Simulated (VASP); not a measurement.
# Ta4O (P1) in VASP: notebook

Ta4O is run at these levels: PBEsol; tasks: single point.

Everything below comes from runs of VASP 6.6.1. Logs are shortened: lines on timing, memory, paths and dates and some standing lists are left out, and cuts for length are marked.

## 1. The cell of the first run

The typed cell holds 5 atoms: a = 3.232 Å, b = 3.261 Å, c = 7.384 Å, α = 90.85°, β = 88.98°, γ = 90.54°.

## 2. Single point, PBEsol

File INCAR:

```
ALGO = Normal ; EDIFF = 1E-7
ENCUT = 520 ; GGA = PS
ISIF = 2 ; ISMEAR = 0
LASPH = T ; LCHARG = F
LREAL = F ; LWAVE = F
NBANDS = 33 ; NELM = 100
PREC = Accurate ; SIGMA = 0.1
```

File KPOINTS:

```
k-points
0
Gamma
  1 1 1
```

File POSCAR:

```
Ta4O
1.0
    3.2320470291     -0.0152481768      0.0288595295
   -0.0152481768      3.2607564900     -0.0239794059
    0.0656424534     -0.0545423666      7.3830922482
Ta O
4 1
Direct
    0.0557881040      0.0175980815      0.4959207976
    0.5099888585      0.4844793375      0.7830196518
    0.4958958890      0.5104955771      0.2247411169
    0.0271957279      0.0119959521     -0.0099535760
    0.4860972249      0.4512680640      0.5148622201
```

Potentials or basis: VASP PAW PBE potentials, release 64 (Ta_pv, O).

The run is started by

```bash
$ cat potpaw_PBE.64/Ta_pv/POTCAR potpaw_PBE.64/O/POTCAR > POTCAR
$ mpirun -np 1 vasp_gam > vasp.out
```

OUTCAR:

```text
EDIFF = 1E-7
   ENCUT = 520
   GGA = PS
   ISIF = 2
   ISMEAR = 0
   LASPH = T
   LREAL = F
   NELM = 100
   PREC = Accurate

 ion  position               nearest neighbor table
   1  0.056  0.018  0.496-   5 1.98   5 2.33   5 2.33   5 2.60   3 2.93   3 2.93   2 2.99   2 3.12
                             2 3.15   3 3.16   3 3.19   2 3.25
   2  0.510  0.484  0.783-   5 1.98   4 2.66   4 2.76   4 2.78   4 2.84   1 2.99   1 3.12   1 3.15
                             1 3.25   3 3.26
   3  0.496  0.510  0.225-   5 2.15   4 2.81   4 2.86   4 2.91   4 2.92   1 2.93   1 2.93   1 3.16
                             1 3.19   2 3.26
   4  0.027  0.012  0.990-   2 2.66   2 2.76   2 2.78   3 2.81   2 2.84   3 2.86   3 2.91   3 2.92

   5  0.486  0.451  0.515-   1 1.98   2 1.98   3 2.15   1 2.33   1 2.33   1 2.60

  LATTYP: Found a triclinic cell.
 ALAT       =     3.2322118398
 B/A-ratio  =     1.4137652929
 C/A-ratio  =     2.2843754906
 COS(alpha) =     0.0020797679
 COS(beta)  =     0.0178528455
 COS(gamma) =     0.7005810707

  Lattice vectors:

 A1 = (   3.2320470291,  -0.0152481768,   0.0288595295)
 A2 = (   3.2167988523,   3.2455083132,   0.0048801236)
 A3 = (   0.0656424534,  -0.0545423666,   7.3830922482)

Analysis of symmetry for initial positions (statically):
=====================================================================
 Subroutine PRICEL returns:
 Original cell was already a primitive cell.

 Routine SETGRP: Setting up the symmetry group for a
 triclinic supercell.

 Subroutine GETGRP returns: Found  1 space group operations
 (whereof  1 operations were pure point group operations)
 out of a pool of  2 trial point group operations.

The static configuration has the point symmetry C_1 .

Analysis of symmetry for dynamics (positions and initial velocities):
=====================================================================
 Subroutine PRICEL returns:
 Original cell was already a primitive cell.

 Routine SETGRP: Setting up the symmetry group for a
 triclinic supercell.

 Subroutine GETGRP returns: Found  1 space group operations
 (whereof  1 operations were pure point group operations)
 out of a pool of  2 trial point group operations.

The dynamic configuration has the point symmetry C_1 .

 Subroutine INISYM returns: Found  1 space group operations
 (whereof  1 operations are pure point group operations),
 and found     1 'primitive' translations

[... 75 lines left out ...]
   NELM   =    100;   NELMIN=  2; NELMDL= -5     # of ELM steps
   EDIFF  = 0.1E-06   stopping-criterion for ELM
   LREAL  =      F    real-space projection
   EDIFFG = 0.1E-05   stopping-criterion for IOM
   NSW    =      0    number of steps for IOM
   IBRION =     -1    ionic relax: 0-MD 1-quasi-New 2-CG
   NFREE  =      0    steps in history (QN), initial steepest desc. (CG)
   ISIF   =      2    stress and relaxation
   ISYM   =      2    0-nonsym 1-usesym 2-fastsym
   POTIM  = 0.5000    time-step for ionic-motion
   TEBEG  =    0.0;   TEEND  =   0.0 temperature during run
   PSTRESS=    0.0 pullay stress
   NELECT =      50.0000    total number of electrons
   NUPDOWN=      -1.0000    fix difference up-down
   EMIN   =  10.00;   EMAX   =-10.00  energy-range for DOS
   EFERMI =   0.00;   METHOD = LEGACY
   ISMEAR =     0;   SIGMA  =   0.10  broadening in eV -4-tet -1-fermi 0-gaus
   EFERMI_NEDOS =   21; number of points for ismear=-14 and -15
   IALGO  =     38    algorithm
   IMIX   =      4    mixing-type and parameters
     AMIX     =   0.40;   BMIX     =  1.00
     AMIX_MAG =   1.60;   BMIX_MAG =  1.00
  volume/ion in A,a.u.               =      15.56       105.00
  Fermi-wavevector in a.u.,A,eV,Ry     =   1.412784  2.669775 27.156676  1.995959
  Thomas-Fermi vector in A             =   2.534497
   LORBIT       =      0    0 simple, 1 ext, 2 COOP (PROOUT), +10 PAW based schemes
   GGA     = PS    functional components
   LHFCALC =     F    Hartree Fock is set to
   AEXX    =    0.0000 exact exchange contribution
   IVDW    =     0    specifies the selected vdW correction
   LEPSILON=     F    determine dielectric tensor
   LRPA    =     F    only Hartree local field effects (RPA)
 non-spin polarized calculation
 Gauss-broadening in eV      SIGMA  =   0.10
  energy-cutoff  :      520.00
  volume of cell :       77.80
 maximum number of plane-waves:      1044
   NGX = 13   NGY = 13   NGZ = 27

 number of electron      50.0000003 magnetization

 Free energy of the ion-electron system (eV)
  ---------------------------------------------------
  ext. energy  EPLUGINS =         0.00000000
  ---------------------------------------------------
  free energy    TOTEN  =       -57.73939366 eV

  energy without entropy =      -57.61484390  energy(sigma->0) =      -57.67711878

 E-fermi :   6.9179     XC(G=0): -12.7068

 val. band max:        6.9034010190   @ k =   0.0000   0.0000   0.0000
 cond. band min:       6.9429654187   @ k =   0.0000   0.0000   0.0000
 fundamental gap:      0.0395643996
 Fermi energy:         6.9178663665

 k-point     1 :       0.0000    0.0000    0.0000
  band No.  band energies     occupation
      1     -28.8563      2.00000
      2     -28.3884      2.00000
      3     -28.1990      2.00000
      4     -28.0548      2.00000
      5     -28.0066      2.00000
      6     -27.8953      2.00000
[... 25 lines left out ...]
     32       9.0376      0.00000
     33       9.3349      0.00000

------------------------ aborting loop because EDIFF is reached ----------------------------------------

  FORCE on cell =-STRESS in cart. coord.  units (eV):
  Direction    XX          YY          ZZ          XY          YZ          ZX
  --------------------------------------------------------------------------------------
  -------------------------------------------------------------------------------------
  Total       -0.3634030     -0.0650375      2.4673552      4.3305247      1.2212456      4.5039806
  in kB       -7.4839727     -1.3393921     50.8130568     89.1834281     25.1505009     92.7556027
  external PRESSURE =      13.9965640 kB  Pullay stress =       0.0000000 kB

 VOLUME and BASIS-vectors are now :
 -----------------------------------------------------------------------------
  energy-cutoff  :      520.00
  volume of cell :       77.80
      direct lattice vectors                 reciprocal lattice vectors
     3.232047029 -0.015248177  0.028859530     0.309432641  0.001426836 -0.002740599
    -0.015248177  3.260756490 -0.023979406     0.001426836  0.306700542  0.002253055
     0.065642453 -0.054542367  7.383092248    -0.001204897  0.000990550  0.135462633

 POSITION                                       TOTAL-FORCE (eV/Angst)
 -----------------------------------------------------------------------------------
      0.21259      0.02948      3.66262        -1.315264     -1.742450     -1.395506
      1.69232      1.52928      5.78421        -1.442670     -0.639787     -5.111310
      1.60973      1.64478      1.66135        -0.590541      0.181270      4.618335
      0.15270     -0.01530      7.31010         1.501811      0.628863      1.395149
      1.59800      1.43598      3.80448         1.846664      1.572103      0.493333
 -----------------------------------------------------------------------------------
    total drift:                                0.000455     -0.000229     -0.000415

  FREE ENERGIE OF THE ION-ELECTRON SYSTEM (eV)
  ---------------------------------------------------
  free  energy   TOTEN  =       -57.7393936569 eV

  energy  without entropy=      -57.6148439003  energy(sigma->0) =      -57.67711878
```

OSZICAR:

```text
N       E                     dE             d eps       ncg     rms          rms(c)
DAV:   1     0.602637281914E+03    0.60264E+03   -0.32066E+04    66   0.161E+03
DAV:   2    -0.274635057326E+02   -0.63010E+03   -0.60240E+03    82   0.501E+02
DAV:   3    -0.622021996038E+02   -0.34739E+02   -0.33893E+02    83   0.109E+02
[... 12 lines left out ...]
DAV:  16    -0.577394006951E+02    0.72641E-05   -0.13997E-04    92   0.603E-02    0.334E-02
DAV:  17    -0.577393952111E+02    0.54841E-05   -0.33673E-05    91   0.282E-02    0.148E-02
DAV:  18    -0.577393938093E+02    0.14017E-05   -0.32762E-06    76   0.993E-03    0.369E-03
DAV:  19    -0.577393936905E+02    0.11882E-06   -0.82706E-07    74   0.581E-03    0.173E-03
DAV:  20    -0.577393936569E+02    0.33645E-07   -0.14368E-07    36   0.286E-03
   1 F= -.57739394E+02 E0= -.57677119E+02  d E =-.124550E+00
```

Wall time 17 s (1 thread of AMD EPYC 7R43 (Zen 3), shared host); peak memory 0.13 GiB.

Results:

```yaml
Free_energy: -57.7394 eV
Pressure: 1.4 GPa
Largest_force: 5.349 eV/Å
Band_gap_on_the_k_mesh: 0.04 eV
```

Forces on the atoms (eV/Å):
```
Ta  -1.315 -1.742 -1.396
Ta  -1.443 -0.640 -5.111
Ta  -0.591  0.181  4.618
Ta   1.502  0.629  1.395
O    1.847  1.572  0.493
```

Caveat: the k points lie up to 1.94 Å⁻¹ apart; the PAW data sets were made with another functional, which shifts forces and pressure a little; spin-orbit coupling is left out, which moves the levels of the heavy elements. A k mesh can miss the band edges.

## 3. Single point, PBEsol

File INCAR:

```
SYSTEM = Ta4O
PREC = Accurate
ENCUT = 520
EDIFF = 1E-6
ISMEAR = 0
SIGMA = 0.1
LREAL = .FALSE.
LASPH = .TRUE.
NELM = 60
ALGO = Normal
ISIF = 2
LWAVE = .FALSE.
LCHARG = .FALSE.
GGA = PS
NBANDS = 33
```

File KPOINTS:

```
Automatic mesh
0
G
  2 2 1
  0 0 0
```

POSCAR is that of step 2.

Potentials or basis: VASP PAW PBE potentials, release 64 (Ta_pv, O).

The run is started by

```bash
$ cat potpaw_PBE.64/Ta_pv/POTCAR potpaw_PBE.64/O/POTCAR > POTCAR
$ mpirun -np 1 vasp_std > vasp.out
```

It took 22 s on 1 thread of AMD EPYC 7R43 (Zen 3), shared host; peak memory 0.14 GiB.

Results (log left out):

| Quantity | Value |
| --- | --- |
| Free energy | -56.8101 eV |
| Pressure | 3.0 GPa |
| Largest force | 4.310 eV/Å |
| Band gap on the k mesh | 0.20 eV, direct |

Forces on the atoms (eV/Å):
```
Ta  -3.198 -2.889 -0.027
Ta   0.428  0.922  0.582
Ta   0.880 -0.115 -0.691
Ta  -0.745 -0.224  1.322
O    2.634  2.307 -1.186
```

Stress tensor (GPa, compression positive):
```
-3.72  3.40  1.00
 3.40 -6.22  2.76
 1.00  2.76 19.05
```

Levels at points of the mesh, in eV from the valence-band top:
```
           k point  band 22  band 23  band 24  band 25  band 26  band 27  band 28  band 29
(0.00, 0.00, 0.00)    -1.97    -0.84    -0.55    -0.24     0.27     0.45     0.73     0.91
(0.50, 0.00, 0.00)    -1.50    -1.30    -0.76     0.00     0.20     0.51     1.00     1.25
(0.00, 0.50, 0.00)    -1.46    -1.19    -0.79    -0.02     0.24     0.40     1.16     1.37
(0.50, 0.50, 0.00)    -2.08    -1.92    -1.02    -0.94     0.76     1.85     2.51     3.06
```

Caveat: the k points lie up to 0.97 Å⁻¹ apart; the PAW data sets were made with another functional, which shifts forces and pressure a little; spin-orbit coupling is left out, which moves the levels of the heavy elements. A k mesh can miss the band edges.

## 4. Single point, PBEsol

File INCAR:

```
SYSTEM = Ta4O
PREC     = Accurate       ! precision mode
ENCUT    = 520            ! plane-wave cutoff, eV
EDIFF    = 1E-6           ! SCF threshold, eV
ISMEAR   = 0              ! smearing method
SIGMA    = 0.1            ! smearing width, eV
LREAL    = .False.        ! projectors in reciprocal space
LASPH    = .True.         ! aspherical terms in the spheres
NELM     = 60             ! most SCF steps
ALGO     = Normal         ! electronic algorithm
ISIF     = 2              ! what is computed and relaxed
LWAVE    = .False.        ! write WAVECAR
LCHARG   = .True.         ! write CHGCAR
GGA      = PS             ! functional
LELF     = .True.         ! ELF
LVHAR    = .True.       
NBANDS   = 33             ! bands
```

File KPOINTS:

```
Automatic mesh
0
Gamma
  4 4 2
  0 0 0
```

POSCAR is that of step 3.

The run is started by

```bash
$ cat potpaw_PBE.64/Ta_pv/POTCAR potpaw_PBE.64/O/POTCAR > POTCAR
$ mpirun -np 1 vasp_std > vasp.out
```

Run time: 75 s. Hardware: 1 thread of AMD EPYC 7R43 (Zen 3), shared host; peak memory 0.15 GiB.

Results (log left out):

| Item | Value |
| --- | --- |
| Free energy | -57.9971 eV |
| Pressure | 0.2 GPa |
| Largest force | 2.839 eV/Å |
| Band gap on the k mesh | zero (band 25 reaches 6.60 eV, above the bottom of band 26 at 5.41 eV) |

Forces on the atoms (eV/Å):
```
Ta  -2.186 -1.802 -0.184
Ta   1.101  0.836  0.868
Ta   0.880  0.187 -0.206
Ta  -1.010 -0.562  1.205
O    1.215  1.341 -1.683
```

Stress tensor (GPa, compression positive):
```
 0.18  5.40  0.83
 5.40  1.50  0.83
 0.83  0.83 -1.13
```

Levels at points of the mesh, in eV from the Fermi level:
| k point | band 23 | band 24 | band 25 | band 26 | band 27 | band 28 |
| --- | --- | --- | --- | --- | --- | --- |
| (0.00, 0.00, 0.00) | -0.56 | -0.25 | -0.03 | 0.76 | 1.03 | 1.28 |
| (0.50, 0.00, 0.00) | -0.84 | -0.52 | 0.37 | 0.76 | 1.15 | 1.37 |
| (0.00, 0.50, 0.00) | -0.80 | -0.52 | 0.32 | 0.69 | 1.06 | 1.49 |
| (0.50, 0.50, 0.00) | -1.29 | -0.66 | -0.53 | 1.05 | 2.23 | 2.92 |
| (0.00, 0.00, 0.50) | -0.43 | -0.05 | 0.14 | 0.55 | 0.93 | 1.21 |
| (0.50, 0.00, 0.50) | -0.98 | -0.54 | -0.37 | 0.85 | 1.41 | 1.83 |
| (0.00, 0.50, 0.50) | -0.87 | -0.51 | -0.19 | 0.77 | 1.15 | 1.68 |
| (0.50, 0.50, 0.50) | -1.61 | 0.11 | 0.27 | 0.57 | 2.08 | 2.29 |

Caveat: the k points lie up to 0.49 Å⁻¹ apart; the PAW data sets were made with another functional, which shifts forces and pressure a little; spin-orbit coupling is left out, which moves the levels of the heavy elements.

## 5. Single point, PBEsol

File INCAR:

```
PREC = Accurate
ENCUT = 520
EDIFF = 1E-6
ISMEAR = 0
SIGMA = 0.1
LREAL = False
LASPH = True
NELM = 60
ALGO = Normal
ISIF = 2
LWAVE = False
LCHARG = True
GGA = PS
LELF = True
LVHAR = True
NBANDS = 33
```

File KPOINTS:

```
regular mesh
0
Gamma
  6 6 2
```

POSCAR is that of step 4.

The run is started by

```bash
$ cat potpaw_PBE.64/Ta_pv/POTCAR potpaw_PBE.64/O/POTCAR > POTCAR
$ mpirun -np 1 vasp_std > vasp.out
```

Run time: 2.3 min. Hardware: 1 thread of AMD EPYC 7R43 (Zen 3), shared host; peak memory 0.19 GiB.

Results (log left out):

```yaml
Free_energy: -57.9533 eV
Pressure: 0.0 GPa
Largest_force: 2.876 eV/Å
Band_gap_on_the_k_mesh: zero (band 25 reaches 6.67 eV, above the bottom of band 26 at 5.76 eV)
```

Forces in eV/Å, atoms in the order of the input:
```
Ta  -2.242 -1.801  0.041
Ta   1.121  0.888  1.007
Ta   0.949  0.174 -0.515
Ta  -1.045 -0.571  1.280
O    1.217  1.309 -1.813
```

Stress tensor (GPa, compression positive):
```
 0.56  5.96  0.40
 5.96  0.58  0.85
 0.40  0.85 -1.13
```

Levels at points of the mesh, in eV from the Fermi level:
| k point | band 21 | band 22 | band 23 | band 24 | band 25 | band 26 | band 27 | band 28 | band 29 | band 30 |
| --- | --- | --- | --- | --- | --- | --- | --- | --- | --- | --- |
| (0.00, 0.00, 0.00) | -2.09 | -1.57 | -0.61 | -0.30 | -0.07 | 0.71 | 0.96 | 1.22 | 1.28 | 1.67 |
| (0.50, 0.00, 0.00) | -1.54 | -1.23 | -0.89 | -0.56 | 0.32 | 0.68 | 1.07 | 1.30 | 1.46 | 2.06 |
| (0.00, 0.50, 0.00) | -1.38 | -1.16 | -0.84 | -0.57 | 0.28 | 0.63 | 0.98 | 1.44 | 1.81 | 2.03 |
| (0.50, 0.50, 0.00) | -2.09 | -1.51 | -1.36 | -0.70 | -0.58 | 1.02 | 2.19 | 2.86 | 3.34 | 3.55 |
| (0.00, 0.00, 0.50) | -3.01 | -0.71 | -0.48 | -0.09 | 0.11 | 0.50 | 0.87 | 1.14 | 1.46 | 1.71 |
| (0.50, 0.00, 0.50) | -1.69 | -1.23 | -1.06 | -0.57 | -0.44 | 0.79 | 1.39 | 1.77 | 2.03 | 2.17 |
| (0.00, 0.50, 0.50) | -1.68 | -1.08 | -0.95 | -0.55 | -0.26 | 0.71 | 1.13 | 1.63 | 1.90 | 2.14 |
| (0.50, 0.50, 0.50) | -2.45 | -1.71 | -1.68 | 0.06 | 0.21 | 0.54 | 2.02 | 2.26 | 3.34 | 4.03 |

Caveat: the k points lie up to 0.43 Å⁻¹ apart; the PAW data sets were made with another functional, which shifts forces and pressure a little; spin-orbit coupling is left out, which moves the levels of the heavy elements.

## 6. Summary

| k mesh | gap on the mesh (eV) | pressure (GPa) | largest force (eV/Å) |
| --- | --- | --- | --- |
| 1 × 1 × 1 | 0.04 | 1.4 | 5.35 |
| 2 × 2 × 1 | 0.20 | 3.0 | 4.31 |
| 4 × 4 × 2 | none | 0.2 | 2.84 |
| 6 × 6 × 2 | none | 0.0 | 2.88 |

Alike in all rows: task single point; level PBEsol; potentials or basis VASP PAW PBE potentials, release 64 (Ta_pv, O); no spin polarisation; cell as given; cutoff (eV) 520; smearing gaussian 0.1 eV.

Caveats: all runs use coarse meshes; the PAW data sets were made with another functional, which shifts forces and pressure a little; spin-orbit coupling is left out, which moves the levels of the heavy elements.

Total energies depend on the potentials used, so only differences within one code and one set of settings carry meaning.
